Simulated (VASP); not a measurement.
Crystal: AlGa2Sb3.

```
Al Ga Sb
1.0
     6.12968    0.00000    0.00000
    -3.06484    5.30846    0.00000
     0.00000    0.00000    4.34468
Al Ga Sb
1 2 3
Cartesian
  0.0000 0.0000 0.0000
  0.0000 3.5390 0.0000
  3.0648 1.7695 0.0000
  3.0648 0.0000 2.1723
  -1.5324 2.6542 2.1723
  1.5324 2.6542 2.1723
```

The cell was generated, and may not be a known phase.

```yaml
Program: VASP 6.6.1
Task: relaxation of cell and atoms
Functional: PBE
Potentials_or_basis: VASP PAW PBE potentials, release 64 (Al, Ga_d, Sb)
Cutoff: 600 eV
k_mesh: 3 × 3 × 4
Occupations: gaussian, width 0.1 eV
Spin: no spin polarisation
```

At the start: pressure 11.8 GPa; volume 23.56 Å³/atom.

Where does the relaxation end?

Over 14 steps the energy falls by 300.3 meV/atom and the volume is 28.15 Å³/atom (+19.5 %); space group P6/mmm (No. 191, to 0.1 Å) before and after.

Step by step:
```
step  energy change (eV)  largest force (eV/Å)  pressure (GPa)  volume (Å³)
   1              0.0000                0.0000           11.84       141.37
   2             -0.9366                0.0000           -1.18       180.06
   3             -0.9614                0.0000            0.10       172.88
   4             -0.9616                0.0000           -0.03       173.56
   5             -0.9791                0.0000            0.02       173.71
   6             -1.0644                0.0000            0.03       174.07
   7             -1.3849                0.0000           -0.52       174.35
   8             -1.7845                0.0000           -0.95       173.22
   9             -1.7853                0.0000           -1.03       173.48
  10             -1.7868                0.0000           -1.02       173.42
  11             -1.7890                0.0000           -0.29       170.30
  12             -1.7928                0.0000           -0.61       171.67
  13             -1.8001                0.0000           -0.28       170.05
  14             -1.8017                0.0000           -0.02       168.93
```

Final structure:
```
CELL_PARAMETERS angstrom
5.99015 0.00000 0.00000
-2.99508 5.18762 0.00000
0.00000 0.00000 5.43620
ATOMIC_POSITIONS crystal
Al 0.00000 0.00000 0.00000
Ga 0.33333 0.66667 0.00000
Ga 0.66667 0.33333 0.00000
Sb 0.50000 0.00000 0.50000
Sb 0.00000 0.50000 0.50000
Sb 0.50000 0.50000 0.50000
```

Caveat: the k points lie up to 0.40 Å⁻¹ apart in the final cell, too coarse for converged energies and pressures of a metal; the volume moved by over 15 % at a fixed basis, so the end points are rough.
